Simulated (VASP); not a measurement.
# SnO2 (P6_3/mmc) in VASP: further runs

Runs on SnO2. Level: PBE+D3(BJ). Tasks: single point.

Everything below comes from runs of VASP 6.6.1. Logs are shortened: lines on timing, memory, paths and dates and some standing lists are left out, and cuts for length are marked.

### Step 1. The cell of the first run

It takes space group P6_3/mmc (No. 194, hexagonal). Conventional cell: a = 3.131 Å, b = 3.131 Å, c = 10.078 Å, α = 90.00°, β = 90.00°, γ = 120.00°. Within 2.7 Å of Sn (site symmetry -3m) lie 6 O at 2.06 Å. Within 2.7 Å of O (site symmetry 3m) lie 3 Sn at 2.06 Å and 3 O at 2.68 Å.

### Step 2. Single point, PBE+D3(BJ)

The input, INCAR:

```
  ALGO = Normal
  EDIFF = 1E-6
  ENCUT = 520
  GGA = PE
  ISIF = 2
  ISMEAR = 0
  IVDW = 12
  LASPH = T
  LCHARG = F
  LREAL = F
  LWAVE = F
  NBANDS = 35
  NELM = 60
  PREC = Accurate
  SIGMA = 0.05
```

The input, KPOINTS:

```
k-points
0
Gamma
  12 12 4
```

The input, POSCAR:

```
SnO2
1.0
    3.1310085445      0.0000000000      0.0000000000
   -1.5655042722      2.7115329390      0.0000000000
    0.0000000000      0.0000000000     10.0782601327
Sn O
2 4
Direct
    0.0000000000      0.0000000000      0.5000000000
    0.0000000000      0.0000000000      0.0000000000
    0.6666666667      0.3333333333      0.4018520904
    0.6666666667      0.3333333333      0.0981479096
    0.3333333333      0.6666666667      0.5981479096
    0.3333333333      0.6666666667      0.9018520904
```

Potentials or basis: VASP PAW PBE potentials, release 64 (Sn_d, O).

The run is started by

```bash
$ cat potpaw_PBE.64/Sn_d/POTCAR potpaw_PBE.64/O/POTCAR > POTCAR
$ mpirun -np 1 vasp_std > vasp.out
```

OUTCAR:

```text
EDIFF = 1E-6
   ENCUT = 520
   GGA = PE
   ISIF = 2
   ISMEAR = 0
   IVDW = 12
   LASPH = T
   LREAL = F
   NELM = 60
   PREC = Accurate
 IVDW          = 12

 ion  position               nearest neighbor table
   1  0.000  0.000  0.500-   3 2.06   5 2.06   5 2.06   3 2.06   3 2.06   5 2.06
   2  0.000  0.000  0.000-   4 2.06   6 2.06   6 2.06   4 2.06   4 2.06   6 2.06
   3  0.667  0.333  0.402-   1 2.06   1 2.06   1 2.06
   4  0.667  0.333  0.098-   2 2.06   2 2.06   2 2.06
   5  0.333  0.667  0.598-   1 2.06   1 2.06   1 2.06
   6  0.333  0.667  0.902-   2 2.06   2 2.06   2 2.06

  LATTYP: Found a hexagonal cell.
 ALAT       =     3.1310085445
 C/A-ratio  =     3.2188542412

  Lattice vectors:

 A1 = (   3.1310085445,   0.0000000000,   0.0000000000)
 A2 = (  -1.5655042722,   2.7115329390,   0.0000000000)
 A3 = (   0.0000000000,   0.0000000000,  10.0782601327)

Analysis of symmetry for initial positions (statically):
=====================================================================
 Subroutine PRICEL returns:
 Original cell was already a primitive cell.

 Routine SETGRP: Setting up the symmetry group for a
 hexagonal supercell.

 Subroutine GETGRP returns: Found 24 space group operations
 (whereof 12 operations were pure point group operations)
 out of a pool of 24 trial point group operations.

The static configuration has the point symmetry D_3d.
 The point group associated with its full space group is D_6h.

Analysis of symmetry for dynamics (positions and initial velocities):
=====================================================================
 Subroutine PRICEL returns:
 Original cell was already a primitive cell.

 Routine SETGRP: Setting up the symmetry group for a
 hexagonal supercell.

 Subroutine GETGRP returns: Found 24 space group operations
 (whereof 12 operations were pure point group operations)
 out of a pool of 24 trial point group operations.

The dynamic configuration has the point symmetry D_3d.
 The point group associated with its full space group is D_6h.

 Subroutine INISYM returns: Found 24 space group operations
 (whereof 12 operations are pure point group operations),
 and found     1 'primitive' translations

----------------------------------------------------------------------------------------

                                     Primitive cell

  volume of cell :      85.5627

  direct lattice vectors                    reciprocal lattice vectors
     3.131008545  0.000000000  0.000000000     0.319385906  0.184397539  0.000000000
    -1.565504272  2.711532939  0.000000000     0.000000000  0.368795077  0.000000000
     0.000000000  0.000000000 10.078260133     0.000000000  0.000000000  0.099223476

  length of vectors
     3.131008545  3.131008544 10.078260133     0.368795077  0.368795077  0.099223476

  position of ions in fractional coordinates (direct lattice)
     0.000000000  0.000000000  0.500000000
     0.000000000  0.000000000  0.000000000
     0.666666667  0.333333333  0.401852090
     0.666666667  0.333333333  0.098147910
     0.333333333  0.666666667  0.598147910
     0.333333333  0.666666667  0.901852090

  ion indices of the primitive-cell ions
   primitive index   ion index
                 1           1
                 2           2
                 3           3
                 4           4
                 5           5
                 6           6

----------------------------------------------------------------------------------------

 KPOINTS: k-points

Automatic generation of k-mesh.
 Grid dimensions read from file:
 generate k-points for:   12   12    4

 Generating k-lattice:

  Cartesian coordinates                     Fractional coordinates (reciprocal lattice)
     0.026615492  0.015366462  0.000000000     0.083333333  0.000000000  0.000000000
     0.000000000  0.030732923  0.000000000     0.000000000  0.083333333  0.000000000
     0.000000000  0.000000000  0.024805869     0.000000000  0.000000000  0.250000000

  Length of vectors
     0.030732923  0.030732923  0.024805869

  Shift w.r.t. Gamma in fractional coordinates (k-lattice)
     0.000000000  0.000000000  0.000000000

 Subroutine IBZKPT returns following result:
 ===========================================

 Found     57 irreducible k-points:

 Following reciprocal coordinates:
            Coordinates               Weight
  0.000000  0.000000  0.000000      1.000000
  0.083333  0.000000  0.000000      6.000000
  0.166667 -0.000000  0.000000      6.000000
  0.250000 -0.000000  0.000000      6.000000
  0.333333 -0.000000  0.000000      6.000000
  0.416667 -0.000000  0.000000      6.000000
[... 16 lines left out ...]
  0.250000 -0.000000  0.250000     12.000000
  0.333333 -0.000000  0.250000     12.000000
 [... further k-points ...]
   k-points           NKPTS =     57   k-points in BZ     NKDIM =     57   number of bands    NBANDS=     35
   number of dos      NEDOS =    301   number of ions     NIONS =      6
   total plane-waves  NPLWV =  46080
   dimension x,y,z NGX =    24 NGY =   24 NGZ =   80
   dimension x,y,z NGXF=    48 NGYF=   48 NGZF=  160
   ions per type =               2   4
   NGX,Y,Z   is equivalent  to a cutoff of  12.74, 12.74, 13.20 a.u.
   NGXF,Y,Z  is equivalent  to a cutoff of  25.49, 25.49, 26.39 a.u.
 SYSTEM =  unknown system
   PREC   = accura    normal or accurate (medium, high low for compatibility)
   ISTART =      0    job   : 0-new  1-cont  2-samecut
   ICHARG =      2    charge: 1-file 2-atom 10-const
   ISPIN  =      1    spin polarized calculation?
   LNONCOLLINEAR =      F non collinear calculations
   LSORBIT =      F    spin-orbit coupling
   LASPH  =      T    aspherical Exc in radial PAW
   ENCUT  =  520.0 eV  38.22 Ry    6.18 a.u.   5.82  5.82 18.74*2*pi/ulx,y,z
   NELM   =     60;   NELMIN=  2; NELMDL= -5     # of ELM steps
   EDIFF  = 0.1E-05   stopping-criterion for ELM
   LREAL  =      F    real-space projection
   EDIFFG = 0.1E-04   stopping-criterion for IOM
   NSW    =      0    number of steps for IOM
   IBRION =     -1    ionic relax: 0-MD 1-quasi-New 2-CG
   NFREE  =      0    steps in history (QN), initial steepest desc. (CG)
   ISIF   =      2    stress and relaxation
   ISYM   =      2    0-nonsym 1-usesym 2-fastsym
   POTIM  = 0.5000    time-step for ionic-motion
   TEBEG  =    0.0;   TEEND  =   0.0 temperature during run
   PSTRESS=    0.0 pullay stress
   NELECT =      52.0000    total number of electrons
   NUPDOWN=      -1.0000    fix difference up-down
   EMIN   =  10.00;   EMAX   =-10.00  energy-range for DOS
   EFERMI =   0.00;   METHOD = LEGACY
   ISMEAR =     0;   SIGMA  =   0.05  broadening in eV -4-tet -1-fermi 0-gaus
   EFERMI_NEDOS =   21; number of points for ismear=-14 and -15
   IALGO  =     38    algorithm
   IMIX   =      4    mixing-type and parameters
     AMIX     =   0.40;   BMIX     =  1.00
     AMIX_MAG =   1.60;   BMIX_MAG =  1.00
  volume/ion in A,a.u.               =      14.26        96.23
  Fermi-wavevector in a.u.,A,eV,Ry     =   1.386695  2.620474 26.162968  1.922924
  Thomas-Fermi vector in A             =   2.510987
   LORBIT       =      0    0 simple, 1 ext, 2 COOP (PROOUT), +10 PAW based schemes
   GGA     = PE    functional components
   LHFCALC =     F    Hartree Fock is set to
   AEXX    =    0.0000 exact exchange contribution
   IVDW    =    12    specifies the selected vdW correction
   LEPSILON=     F    determine dielectric tensor
   LRPA    =     F    only Hartree local field effects (RPA)
 non-spin polarized calculation
 Gauss-broadening in eV      SIGMA  =   0.05
  energy-cutoff  :      520.00
  volume of cell :       85.56
 maximum number of plane-waves:      2324
 NGX is ok and might be reduce to    24
   NGX = 11   NGY = 11   NGZ = 37

 number of electron      51.9999999 magnetization

 Free energy of the ion-electron system (eV)
  ---------------------------------------------------
  ext. energy  EPLUGINS =         0.00000000
  ---------------------------------------------------
  free energy    TOTEN  =       -35.94281820 eV

  energy without entropy =      -35.94281820  energy(sigma->0) =      -35.94281820

 E-fermi :   3.7733     XC(G=0):  -9.8801

 val. band max:        3.4575819480   @ k =   0.2500   0.2500   0.0000
 cond. band min:       6.0096436043   @ k =   0.0000   0.0000   0.0000
 fundamental gap:      2.5520616564
 Fermi energy:         3.7732815989

 k-point     1 :       0.0000    0.0000    0.0000
  band No.  band energies     occupation
      1     -16.7508      2.00000
      2     -16.7457      2.00000
      3     -16.3478      2.00000
      4     -16.3478      2.00000
      5     -16.3477      2.00000
      6     -16.3477      2.00000
[... 27 lines left out ...]
     34      15.3313      0.00000
     35      15.4393      0.00000

 k-point     2 :       0.0833    0.0000    0.0000
  band No.  band energies     occupation
      1     -16.7037      2.00000
      2     -16.6991      2.00000
      3     -16.4301      2.00000
      4     -16.4286      2.00000
      5     -16.3277      2.00000
      6     -16.3275      2.00000
[... 27 lines left out ...]
     34      15.3698      0.00000
     35      15.5032      0.00000

 k-point     3 :       0.1667   -0.0000    0.0000
  band No.  band energies     occupation
      1     -16.7191      2.00000
      2     -16.7145      2.00000
      3     -16.5080      2.00000
      4     -16.5049      2.00000
      5     -16.2767      2.00000
      6     -16.2765      2.00000
[... 27 lines left out ...]
     34      15.3678      0.00000
     35      15.9613      0.00000

 k-point     4 :       0.2500   -0.0000    0.0000
  band No.  band energies     occupation
      1     -16.9792      2.00000
      2     -16.9729      2.00000
      3     -16.3605      2.00000
      4     -16.3585      2.00000
      5     -16.2254      2.00000
      6     -16.2252      2.00000
[... 27 lines left out ...]
     34      15.3435      0.00000
     35      16.4889      0.00000

 k-point     5 :       0.3333   -0.0000    0.0000
  band No.  band energies     occupation
      1     -17.2191      2.00000
      2     -17.2120      2.00000
      3     -16.2741      2.00000
      4     -16.2729      2.00000
      5     -16.2044      2.00000
      6     -16.2041      2.00000
[... 638 lines left out ...]
 k-point    22 :       0.1667   -0.0000    0.2500
  band No.  band energies     occupation
      1     -16.7184      2.00000
      2     -16.7152      2.00000
      3     -16.5075      2.00000
      4     -16.5053      2.00000
      5     -16.2766      2.00000
      6     -16.2765      2.00000
[... 27 lines left out ...]
     34      15.3335      0.00000
     35      15.9752      0.00000

 k-point    23 :       0.2500   -0.0000    0.2500
  band No.  band energies     occupation
      1     -16.9783      2.00000
      2     -16.9738      2.00000
      3     -16.3602      2.00000
      4     -16.3588      2.00000
      5     -16.2254      2.00000
      6     -16.2252      2.00000
[... 27 lines left out ...]
     34      15.3516      0.00000
     35      16.4885      0.00000

 k-point    24 :       0.3333   -0.0000    0.2500
  band No.  band energies     occupation
      1     -17.2180      2.00000
      2     -17.2130      2.00000
      3     -16.2739      2.00000
      4     -16.2730      2.00000
      5     -16.2044      2.00000
      6     -16.2042      2.00000
[... 27 lines left out ...]
     34      15.6967      0.00000
     35      16.3491      0.00000

 [... further k-points ...]

------------------------ aborting loop because EDIFF is reached ----------------------------------------

 Edisp (eV)   -1.07047

 E8    (eV) :    -0.4198

  FORCE on cell =-STRESS in cart. coord.  units (eV):
  Direction    XX          YY          ZZ          XY          YZ          ZX
  --------------------------------------------------------------------------------------
  -------------------------------------------------------------------------------------
  Total       8.44405     8.44405     4.13700     0.00000     0.00000     0.00000
  in kB     158.11632   158.11632    77.46603     0.00000     0.00000     0.00000
  external pressure =      131.23 kB  Pullay stress =        0.00 kB

 VOLUME and BASIS-vectors are now :
 -----------------------------------------------------------------------------
  energy-cutoff  :      520.00
  volume of cell :       85.56
      direct lattice vectors                 reciprocal lattice vectors
     3.131008545  0.000000000  0.000000000     0.319385906  0.184397539  0.000000000
    -1.565504272  2.711532939  0.000000000     0.000000000  0.368795077  0.000000000
     0.000000000  0.000000000 10.078260133     0.000000000  0.000000000  0.099223476

 POSITION                                       TOTAL-FORCE (eV/Angst)
 -----------------------------------------------------------------------------------
      0.00000      0.00000      5.03913        -0.000000      0.000000      0.000000
      0.00000      0.00000      0.00000        -0.000000      0.000000      0.000000
      1.56550      0.90384      4.04997        -0.000000     -0.000000     -1.014936
      1.56550      0.90384      0.98916        -0.000000     -0.000000      1.014936
     -0.00000      1.80769      6.02829         0.000000      0.000000      1.014936
     -0.00000      1.80769      9.08910         0.000000      0.000000     -1.014936
 -----------------------------------------------------------------------------------
    total drift:                                0.000000     -0.000000      0.000000

  FREE ENERGIE OF THE ION-ELECTRON SYSTEM (eV)
  ---------------------------------------------------
  free  energy   TOTEN  =       -37.0132861966 eV

  energy  without entropy=      -37.0132861966  energy(sigma->0) =      -37.01328620
```

It took 2.3 min on 1 thread of Intel Xeon Platinum 8488C (Sapphire Rapids), shared host; peak memory 0.29 GiB.

Results:

| Quantity | Value |
| --- | --- |
| Free energy | -37.0133 eV |
| Pressure | 13.1 GPa |
| Largest force | 1.015 eV/Å |
| Band gap on the k mesh | 2.55 eV (least direct gap 3.05 eV) |
| Dispersion energy per atom | -0.178 eV |

Forces on the atoms (eV/Å):
```
Sn   0.000  0.000  0.000
Sn   0.000  0.000  0.000
O    0.000  0.000 -1.015
O    0.000  0.000  1.015
O    0.000  0.000  1.015
O    0.000  0.000 -1.015
```

Caveat: the stress differs along the axes, from 8 to 16 GPa; spin-orbit coupling is left out, which moves the levels of the heavy elements; forces of over 1 eV/Å act on the atoms, so gaps and moduli don't describe the material at rest. A k mesh can miss the band edges.

### Step 3. Single point, PBE+D3(BJ)

This run uses another cell than the first one, of 14.63 Å³/atom.

The input, INCAR:

```
PREC = Accurate ; ENCUT = 520
EDIFF = 1E-6 ; ISMEAR = 0
SIGMA = 0.05 ; LREAL = False
LASPH = True ; NELM = 100
ALGO = Normal ; ISIF = 2
LWAVE = False ; LCHARG = False
GGA = PE ; IVDW = 12
NBANDS = 35
```

The input, KPOINTS:

```
Automatic mesh
0
Gamma
  12 12 4
```

POSCAR, as its differences from that of step 2:

```diff
@@ -2,5 +2,5 @@
 1.0
-    3.1310085445      0.0000000000      0.0000000000
-   -1.5655042722      2.7115329390      0.0000000000
-    0.0000000000      0.0000000000     10.0782601327
+    3.1576622583      0.0000000000      0.0000000000
+   -1.5788311291      2.7346157322      0.0000000000
+    0.0000000000      0.0000000000     10.1640545523
 Sn O
```

Potentials or basis: VASP PAW PBE potentials, release 64 (Sn_d, O).

The run is started by

```bash
$ cat potpaw_PBE.64/Sn_d/POTCAR potpaw_PBE.64/O/POTCAR > POTCAR
$ mpirun -np 1 vasp_std > vasp.out
```

OUTCAR:

```text
PREC = Accurate
   ENCUT = 520
   EDIFF = 1E-6
   ISMEAR = 0
   LREAL = False
   LASPH = True
   NELM = 100
   ISIF = 2
   GGA = PE
   IVDW = 12
 IVDW          = 12

 ion  position               nearest neighbor table
   1  0.000  0.000  0.500-   3 2.08   5 2.08   5 2.08   3 2.08   3 2.08   5 2.08
   2  0.000  0.000  0.000-   4 2.08   6 2.08   6 2.08   4 2.08   4 2.08   6 2.08
   3  0.667  0.333  0.402-   1 2.08   1 2.08   1 2.08
   4  0.667  0.333  0.098-   2 2.08   2 2.08   2 2.08
   5  0.333  0.667  0.598-   1 2.08   1 2.08   1 2.08
   6  0.333  0.667  0.902-   2 2.08   2 2.08   2 2.08

  LATTYP: Found a hexagonal cell.
 ALAT       =     3.1576622583
 C/A-ratio  =     3.2188542412

  Lattice vectors:

 A1 = (   3.1576622583,   0.0000000000,   0.0000000000)
 A2 = (  -1.5788311291,   2.7346157322,   0.0000000000)
 A3 = (   0.0000000000,   0.0000000000,  10.1640545523)

Analysis of symmetry for initial positions (statically):
=====================================================================
 Subroutine PRICEL returns:
 Original cell was already a primitive cell.
[... 184 lines left out ...]
 cond. band min:       5.5834679800   @ k =   0.0000   0.0000   0.0000
 fundamental gap:      2.3788350973
 Fermi energy:         3.5185283990

 k-point     1 :       0.0000    0.0000    0.0000
  band No.  band energies     occupation
      1     -16.9520      2.00000
      2     -16.9485      2.00000
      3     -16.6218      2.00000
      4     -16.6218      2.00000
      5     -16.6217      2.00000
      6     -16.6217      2.00000
[... 901 lines left out ...]
     34      15.3405      0.00000
     35      15.9213      0.00000

 [... further k-points ...]

------------------------ aborting loop because EDIFF is reached ----------------------------------------

 Edisp (eV)   -1.04175

 E8    (eV) :    -0.4083

  FORCE on cell =-STRESS in cart. coord.  units (eV):
  Direction    XX          YY          ZZ          XY          YZ          ZX
  --------------------------------------------------------------------------------------
  -------------------------------------------------------------------------------------
  Total       5.58427     5.58427     2.70688     0.00000     0.00000     0.00000
  in kB     101.94083   101.94083    49.41400     0.00000     0.00000     0.00000
  external pressure =       84.43 kB  Pullay stress =        0.00 kB

 VOLUME and BASIS-vectors are now :
 -----------------------------------------------------------------------------
  energy-cutoff  :      520.00
  volume of cell :       87.77
      direct lattice vectors                 reciprocal lattice vectors
     3.157662258  0.000000000  0.000000000     0.316689981  0.182841046  0.000000000
    -1.578831129  2.734615732  0.000000000     0.000000000  0.365682091  0.000000000
     0.000000000  0.000000000 10.164054552     0.000000000  0.000000000  0.098385934

 POSITION                                       TOTAL-FORCE (eV/Angst)
 -----------------------------------------------------------------------------------
      0.00000      0.00000      5.08203        -0.000000     -0.000000     -0.000000
      0.00000      0.00000      0.00000        -0.000000     -0.000000     -0.000000
      1.57883      0.91154      4.08445        -0.000000      0.000000     -0.667689
      1.57883      0.91154      0.99758        -0.000000      0.000000      0.667689
     -0.00000      1.82308      6.07961         0.000000      0.000000      0.667689
     -0.00000      1.82308      9.16647        -0.000000     -0.000000     -0.667689
 -----------------------------------------------------------------------------------
    total drift:                                0.000000     -0.000000     -0.000000

  FREE ENERGIE OF THE ION-ELECTRON SYSTEM (eV)
  ---------------------------------------------------
  free  energy   TOTEN  =       -37.1635386231 eV

  energy  without entropy=      -37.1635386231  energy(sigma->0) =      -37.16353862
```

Run time: 2.3 min. Hardware: 1 thread of Intel Xeon Platinum 8488C (Sapphire Rapids), shared host; peak memory 0.29 GiB.

Results:

- Free energy: -37.1635 eV
- Pressure: 8.4 GPa
- Largest force: 0.668 eV/Å
- Band gap on the k mesh: 2.38 eV (least direct gap 2.83 eV)
- Dispersion energy per atom: -0.174 eV

Forces in eV/Å, atoms in the order of the input:
```
Sn   0.000  0.000  0.000
Sn   0.000  0.000  0.000
O    0.000  0.000 -0.668
O    0.000  0.000  0.668
O    0.000  0.000  0.668
O    0.000  0.000 -0.668
```

Stress tensor (GPa, compression positive):
```
10.19  0.00  0.00
 0.00 10.19  0.00
 0.00  0.00  4.94
```

Caveat: the stress differs along the axes, from 5 to 10 GPa; spin-orbit coupling is left out, which moves the levels of the heavy elements. A k mesh can miss the band edges.

(Part 1 of 2 ends here.)
